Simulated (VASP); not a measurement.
# Ta2SiC (P4/mmm) in VASP: a series of runs

Ta2SiC is run at these levels: PBE; tasks: single point, relaxation of cell and atoms.

All numbers are computed with VASP 6.6.1; they aren't measurements. Logs are shortened: lines on timing, memory, paths and dates and some standing lists are left out, and cuts for length are marked.

### Step 1. The cell of the first run

It takes space group P4/mmm (No. 123, tetragonal). Conventional cell: a = 2.720 Å, b = 2.720 Å, c = 9.480 Å, α = 90.00°, β = 90.00°, γ = 90.00°. Within 2.8 Å of Ta (site symmetry 4mm) lie 1 C at 2.05 Å and 1 Si at 2.70 Å and 4 Ta at 2.72 Å. Si (site symmetry 4/mmm) has 2 Ta at 2.70 Å and 4 Si at 2.72 Å within 3.6 Å. C (site symmetry 4/mmm) has 2 Ta at 2.05 Å and 4 C at 2.72 Å within 2.8 Å.

The cell was built from a structure type or drawn by symmetry, and may not be a known phase.

### Step 2. Single point, PBE

The input, INCAR:

```
PREC = Accurate
ENCUT = 520
EDIFF = 1E-6
ISMEAR = 0
SIGMA = 0.1
LREAL = False
LASPH = True
NELM = 60
ALGO = Normal
ISIF = 2
LWAVE = False
LCHARG = False
GGA = PE
NBANDS = 23
```

The input, KPOINTS:

```
regular mesh
0
Gamma
  6 6 2
```

The input, POSCAR:

```
Ta2SiC
1.0
    2.7204731774      0.0000000000      0.0000000000
    0.0000000000      2.7204731774      0.0000000000
    0.0000000000      0.0000000000      9.4801768444
Ta Si C
2 1 1
Direct
    0.0000000000      0.0000000000      0.7842788566
    0.0000000000      0.0000000000      0.2157211434
    0.0000000000      0.0000000000      0.5000000000
    0.0000000000      0.0000000000      0.0000000000
```

Potentials or basis: VASP PAW PBE potentials, release 64 (Ta_pv, Si, C).

The run is started by

```
$ cat potpaw_PBE.64/Ta_pv/POTCAR potpaw_PBE.64/Si/POTCAR potpaw_PBE.64/C/POTCAR > POTCAR
$ mpirun -np 1 vasp_std > vasp.out
```

OUTCAR:

```text
PREC = Accurate
   ENCUT = 520
   EDIFF = 1E-6
   ISMEAR = 0
   LREAL = False
   LASPH = True
   NELM = 60
   ISIF = 2
   GGA = PE

 ion  position               nearest neighbor table
   1  0.000  0.000  0.784-   4 2.05   3 2.70
   2  0.000  0.000  0.216-   4 2.05   3 2.70
   3  0.000  0.000  0.500-   1 2.70   2 2.70
   4  0.000  0.000  0.000-   1 2.05   2 2.05

  LATTYP: Found a simple tetragonal cell.
 ALAT       =     2.7204731774
 C/A-ratio  =     3.4847529184

  Lattice vectors:

 A1 = (   2.7204731774,   0.0000000000,   0.0000000000)
 A2 = (   0.0000000000,   2.7204731774,   0.0000000000)
 A3 = (   0.0000000000,   0.0000000000,   9.4801768444)

Analysis of symmetry for initial positions (statically):
=====================================================================
 Subroutine PRICEL returns:
 Original cell was already a primitive cell.

 Routine SETGRP: Setting up the symmetry group for a
 simple tetragonal supercell.

 Subroutine GETGRP returns: Found 16 space group operations
 (whereof 16 operations were pure point group operations)
 out of a pool of 16 trial point group operations.

The static configuration has the point symmetry D_4h.

Analysis of symmetry for dynamics (positions and initial velocities):
=====================================================================
 Subroutine PRICEL returns:
 Original cell was already a primitive cell.

 Routine SETGRP: Setting up the symmetry group for a
 simple tetragonal supercell.

 Subroutine GETGRP returns: Found 16 space group operations
 (whereof 16 operations were pure point group operations)
 out of a pool of 16 trial point group operations.

The dynamic configuration has the point symmetry D_4h.

 Subroutine INISYM returns: Found 16 space group operations
 (whereof 16 operations are pure point group operations),
 and found     1 'primitive' translations

----------------------------------------------------------------------------------------

                                     Primitive cell

  volume of cell :      70.1625

  direct lattice vectors                    reciprocal lattice vectors
[... 79 lines left out ...]
   ICHARG =      2    charge: 1-file 2-atom 10-const
   ISPIN  =      1    spin polarized calculation?
   LNONCOLLINEAR =      F non collinear calculations
   LSORBIT =      F    spin-orbit coupling
   LASPH  =      T    aspherical Exc in radial PAW
   ENCUT  =  520.0 eV  38.22 Ry    6.18 a.u.   5.06  5.06 17.63*2*pi/ulx,y,z
   NELM   =     60;   NELMIN=  2; NELMDL= -5     # of ELM steps
   EDIFF  = 0.1E-05   stopping-criterion for ELM
   LREAL  =      F    real-space projection
   EDIFFG = 0.1E-04   stopping-criterion for IOM
   NSW    =      0    number of steps for IOM
   IBRION =     -1    ionic relax: 0-MD 1-quasi-New 2-CG
   NFREE  =      0    steps in history (QN), initial steepest desc. (CG)
   ISIF   =      2    stress and relaxation
   ISYM   =      2    0-nonsym 1-usesym 2-fastsym
   POTIM  = 0.5000    time-step for ionic-motion
   TEBEG  =    0.0;   TEEND  =   0.0 temperature during run
   PSTRESS=    0.0 pullay stress
   NELECT =      30.0000    total number of electrons
   NUPDOWN=      -1.0000    fix difference up-down
   EMIN   =  10.00;   EMAX   =-10.00  energy-range for DOS
   EFERMI =   0.00;   METHOD = LEGACY
   ISMEAR =     0;   SIGMA  =   0.10  broadening in eV -4-tet -1-fermi 0-gaus
   EFERMI_NEDOS =   21; number of points for ismear=-14 and -15
   IALGO  =     38    algorithm
   IMIX   =      4    mixing-type and parameters
     AMIX     =   0.40;   BMIX     =  1.00
     AMIX_MAG =   1.60;   BMIX_MAG =  1.00
  volume/ion in A,a.u.               =      17.54       118.37
  Fermi-wavevector in a.u.,A,eV,Ry     =   1.233332  2.330660 20.695941  1.521109
  Thomas-Fermi vector in A             =   2.368067
   LORBIT       =      0    0 simple, 1 ext, 2 COOP (PROOUT), +10 PAW based schemes
   GGA     = PE    functional components
   LHFCALC =     F    Hartree Fock is set to
   AEXX    =    0.0000 exact exchange contribution
   IVDW    =     0    specifies the selected vdW correction
   LEPSILON=     F    determine dielectric tensor
   LRPA    =     F    only Hartree local field effects (RPA)
 non-spin polarized calculation
 Gauss-broadening in eV      SIGMA  =   0.10
  energy-cutoff  :      520.00
  volume of cell :       70.16
 maximum number of plane-waves:      1922
   NGX = 11   NGY = 11   NGZ = 35

 number of electron      30.0000003 magnetization

 Free energy of the ion-electron system (eV)
  ---------------------------------------------------
  ext. energy  EPLUGINS =         0.00000000
  ---------------------------------------------------
  free energy    TOTEN  =       -33.10664495 eV

  energy without entropy =      -33.08669785  energy(sigma->0) =      -33.09667140

 E-fermi :   5.0218     XC(G=0): -11.1281

 val. band max:        5.0109540863   @ k =   0.3333   0.0000   0.5000
 cond. band min:       5.0453599607   @ k =   0.3333   0.3333   0.5000
 fundamental gap:      0.0344058744
 Fermi energy:         5.0218245595

 k-point     1 :       0.0000    0.0000    0.0000
  band No.  band energies     occupation
      1     -29.3128      2.00000
      2     -29.2978      2.00000
      3     -28.5384      2.00000
      4     -28.5384      2.00000
      5     -28.5375      2.00000
      6     -28.5375      2.00000
[... 509 lines left out ...]
     22      12.4286      0.00000
     23      12.9407      0.00000

------------------------ aborting loop because EDIFF is reached ----------------------------------------

  FORCE on cell =-STRESS in cart. coord.  units (eV):
  Direction    XX          YY          ZZ          XY          YZ          ZX
  --------------------------------------------------------------------------------------
  -------------------------------------------------------------------------------------
  Total        0.0232025      0.0232025      0.1578385      0.0000000     -0.0000000      0.0000000
  in kB        0.5298337      0.5298337      3.6042772      0.0000000     -0.0000000      0.0000000
  external PRESSURE =       1.5546482 kB  Pullay stress =       0.0000000 kB

 VOLUME and BASIS-vectors are now :
 -----------------------------------------------------------------------------
  energy-cutoff  :      520.00
  volume of cell :       70.16
      direct lattice vectors                 reciprocal lattice vectors
     2.720473177  0.000000000  0.000000000     0.367583113  0.000000000  0.000000000
     0.000000000  2.720473177  0.000000000     0.000000000  0.367583113  0.000000000
     0.000000000  0.000000000  9.480176844     0.000000000  0.000000000  0.105483264

 POSITION                                       TOTAL-FORCE (eV/Angst)
 -----------------------------------------------------------------------------------
      0.00000      0.00000      7.43510         0.000000     -0.000000     -0.020533
      0.00000      0.00000      2.04507        -0.000000      0.000000      0.020533
      0.00000      0.00000      4.74009        -0.000000      0.000000      0.000000
      0.00000      0.00000      0.00000        -0.000000      0.000000      0.000000
 -----------------------------------------------------------------------------------
    total drift:                               -0.000000      0.000000      0.000000

  FREE ENERGIE OF THE ION-ELECTRON SYSTEM (eV)
  ---------------------------------------------------
  free  energy   TOTEN  =       -33.1066449511 eV

  energy  without entropy=      -33.0866978494  energy(sigma->0) =      -33.09667140
```

stdout:

```text
POSCAR found type information on POSCAR TaSiC
 POSCAR found :  3 types and       4 ions
 scaLAPACK will be used
 LDA part: xc-table for (Slater+PW92), standard interpolation
 POSCAR, INCAR and KPOINTS ok, starting setup
 FFT: planning ... GRIDC
 FFT: planning ... GRID_SOFT
 FFT: planning ... GRID
 WAVECAR not read
 entering main loop
```

Run time: 38 s. Hardware: 1 thread of Intel Xeon 8259CL, shared host; peak memory 0.19 GiB.

Results:

| Property | Result |
| --- | --- |
| Free energy | -33.1066 eV |
| Pressure | 0.2 GPa |
| Largest force | 0.021 eV/Å |
| Band gap on the k mesh | zero (bands 15 and 16 overlap by 2.00 eV) |

Forces on the atoms (eV/Å):
```
Ta   0.000  0.000 -0.021
Ta   0.000  0.000  0.021
Si   0.000  0.000  0.000
C    0.000  0.000  0.000
```

Caveat: the k points lie up to 0.38 Å⁻¹ apart, too coarse for converged energies and pressures of a metal; spin-orbit coupling is left out, which moves the levels of the heavy elements.

### Step 3. Relaxation of cell and atoms, PBE

This run uses another cell than the first one, of 13.41 Å³/atom.

The input, INCAR:

```
  ALGO = Normal
  EDIFF = 1E-6
  EDIFFG = -0.04
  ENCUT = 600
  GGA = PE
  IBRION = 2
  ISIF = 3
  ISMEAR = 0
  LASPH = T
  LCHARG = F
  LREAL = F
  LWAVE = F
  NELM = 80
  NSW = 90
  PREC = Accurate
  SIGMA = 0.1
```

The input, KPOINTS:

```
k-points
0
Gamma
  6 6 2
```

The input, POSCAR:

```
Ta2SiC
1.0
    2.6002437000      0.0000000000      0.0000000000
    0.0000000000      2.6002437000      0.0000000000
    0.0000000000      0.0000000000      7.9320705400
Ta Si C
2 1 1
Direct
    0.0000000000      0.0000000000      0.7556682700
    0.0000000000      0.0000000000      0.2443317300
    0.0000000000      0.0000000000      0.5000000000
    0.0000000000      0.0000000000      0.0000000000
```

Potentials or basis: VASP PAW PBE potentials, release 64 (Ta_pv, Si, C).

The run is started by

```
$ cat potpaw_PBE.64/Ta_pv/POTCAR potpaw_PBE.64/Si/POTCAR potpaw_PBE.64/C/POTCAR > POTCAR
$ mpirun -np 1 vasp_std > vasp.out
```

Run time: 4.7 min. Hardware: 1 thread of Intel Xeon 8259CL, shared host; peak memory 0.21 GiB.

Results (log left out):

| Item | Value |
| --- | --- |
| Free energy | -33.1016 eV |
| Relaxed volume | 17.54 Å³/atom |
| Relaxed cell | a = 2.721 Å, b = 2.721 Å, c = 9.481 Å, α = 90.00°, β = 90.00°, γ = 90.00° |
| Space group after relaxing (to 0.1 Å) | P4/mmm (No. 123) |
| Energy gained by relaxing | 1416.2 meV/atom |
| Ionic steps | 12 |
| Pressure after relaxing | 0.1 GPa |
| Band gap on the k mesh | zero (bands 15 and 16 overlap by 2.01 eV) |

The path:
```
step  energy change (eV)  largest force (eV/Å)  pressure (GPa)  volume (Å³)
   1              0.0000                8.7332           73.54        53.63
   2             -0.7190                2.8108          -20.83       110.12
   3             -5.4323                0.4491           -7.25        74.09
   4             -5.5620                0.2278           -4.00        71.97
   5             -5.6406                0.0989            2.93        68.44
   6             -5.6426                0.0532            1.85        68.92
   7             -5.6614                0.0947           -0.89        70.80
   8             -5.6619                0.0883           -0.53        70.53
   9             -5.6631                0.1584            0.43        70.14
  10             -5.6633                0.1401            0.17        70.24
  11             -5.6645                0.0537            0.09        70.20
  12             -5.6647                0.0013            0.05        70.17
```

Final structure:
```
CELL_PARAMETERS angstrom
2.72050 0.00000 0.00000
0.00000 2.72050 0.00000
0.00000 0.00000 9.48134
ATOMIC_POSITIONS crystal
Ta 0.00000 0.00000 0.78414
Ta 0.00000 0.00000 0.21586
Si 0.00000 0.00000 0.50000
C 0.00000 0.00000 0.00000
```

Levels at points of the mesh, in eV from the Fermi level:
```
           k point  band 13  band 14  band 15  band 16  band 17  band 18
(0.00, 0.00, 0.00)    -2.49    -2.45     1.18     1.18     2.02     3.77
(0.50, 0.00, 0.00)    -2.22    -2.18    -0.02     1.23     1.48     1.89
(0.50, 0.50, 0.00)    -2.67    -1.74    -1.74    -0.60    -0.60     2.27
(0.00, 0.00, 0.50)    -2.48    -2.46     1.19     1.19     3.02     3.59
(0.50, 0.00, 0.50)    -2.18    -1.30    -0.90    -0.81     1.90     2.55
(0.50, 0.50, 0.50)    -2.38    -2.38    -1.09     0.74     0.74     1.47
```

Caveat: the k points lie up to 0.38 Å⁻¹ apart in the final cell, too coarse for converged energies and pressures of a metal; the volume moved by over 15 % at a fixed basis, so the end points are rough; spin-orbit coupling is left out, which moves the levels of the heavy elements.
